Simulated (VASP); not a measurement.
## Ga4SbAs3: single point with r2SCAN

The system is Ga4SbAs3.

```
As Ga Sb
1.0
     4.09644    0.00000    0.00000
     0.00000    4.09644    0.00000
     0.00000    0.00000   11.53815
As Ga Sb
3 4 1
Direct
  0.00000 0.00000 0.24075
  0.50000 0.50000 0.00000
  0.00000 0.00000 0.75925
  0.00000 0.50000 0.12026
  0.50000 0.00000 0.87974
  0.00000 0.50000 0.63871
  0.50000 0.00000 0.36129
  0.50000 0.50000 0.50000
```

```
Program             : VASP 6.6.1
Task                : single point
Functional          : r2SCAN
Potentials or basis : VASP PAW PBE potentials, release 64 (As, Ga_d, Sb)
Cutoff              : 550 eV
k mesh              : 6 × 6 × 2
Occupations         : fermi-dirac, width 0.02 eV
Spin                : no spin polarisation
```

```json
{
 "Pressure": "0.1 GPa",
 "Largest force": "0.008 eV/Å",
 "Band gap on the k mesh": "0.52 eV, direct"
}
```

Forces on the atoms (eV/Å):
```
As   0.000  0.000 -0.001
As   0.000  0.000  0.000
As   0.000  0.000  0.001
Ga   0.000  0.000 -0.005
Ga   0.000  0.000  0.005
Ga   0.000  0.000  0.008
Ga   0.000  0.000 -0.008
Sb   0.000  0.000  0.000
```

Levels at points of the mesh, in eV from the valence-band top:
```tsv
k point	band 32	band 33	band 34	band 35	band 36	band 37	band 38	band 39	band 40	band 41
(0.00, 0.00, 0.00)	-1.62	-1.62	-0.12	0.00	0.00	0.52	1.47	1.55	1.90	2.07
(0.50, 0.00, 0.00)	-1.63	-1.59	-1.30	-1.26	-0.51	0.78	1.17	2.45	3.05	4.42
(0.50, 0.50, 0.00)	-3.46	-2.93	-2.82	-2.82	-2.69	1.53	1.61	1.61	1.64	4.59
(0.00, 0.00, 0.50)	-1.98	-1.04	-1.04	-0.42	-0.42	1.34	1.39	2.11	2.19	2.44
(0.50, 0.00, 0.50)	-2.39	-1.64	-1.63	-1.61	-0.51	1.78	1.89	1.97	2.69	4.18
(0.50, 0.50, 0.50)	-3.25	-3.22	-3.22	-3.17	-2.97	2.56	2.56	2.59	2.64	2.67
```

Run time: 8.2 min on 1 thread of Intel Xeon 6975P-C (shared host), peak memory 0.43 GiB.

Caveat: the PAW data sets were made with another functional, which shifts forces and pressure a little; spin-orbit coupling is left out, which moves the levels of the heavy elements. A k mesh can miss the band edges.
